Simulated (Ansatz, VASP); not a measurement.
Be5Te2 in VASP and in Ansatz

```
Be Te
1.0
     3.82794    0.00000    0.00000
    -1.91397    3.31509    0.00000
     0.00000    0.00000    9.21480
Be Te
5 2
Direct
  0.00000 0.00000 0.00045
  0.00000 0.00000 0.76228
  0.66667 0.33333 0.95060
  0.33333 0.66667 0.99520
  0.66667 0.33333 0.37867
  0.33333 0.66667 0.28273
  0.66667 0.33333 0.65006
```

Alike in both runs: functional PBE; k mesh 5 × 5 × 2; occupations gaussian, width 0.2 eV; no spin polarisation.

Ansatz relaxed the structure, and its values are those at the end. VASP's run is a single point on that final structure, the one shown.

|  | VASP | Ansatz |
| --- | --- | --- |
| version | VASP 6.6.1 | Ansatz 0.2.0 |
| potentials or method | VASP PAW PBE potentials, release 64 (Be, Te), cutoff 520 eV | scalar-relativistic, plane waves, PAW |
| valence electrons in the cell | 22 | 42 |

Ansatz gave:

```
gap on the k mesh at the Fermi level (eV) : none
pressure (GPa)                            : 0.0
rms of the force components (eV/Å)        : 0.016
```

Question: Estimate VASP's values.

Answer: gap on the k mesh at the Fermi level (eV): none; pressure (GPa): 0.1; rms of the force components (eV/Å): 0.020.

A gap of «none» marks a metal or a gap that the smearing closes. VASP's potentials hold 22 valence electrons a cell and Ansatz's 42, so a difference there can come from the potentials and not from the codes.

The k mesh is coarse, so the values compare programs but aren't converged. Neither program's run includes spin-orbit coupling.
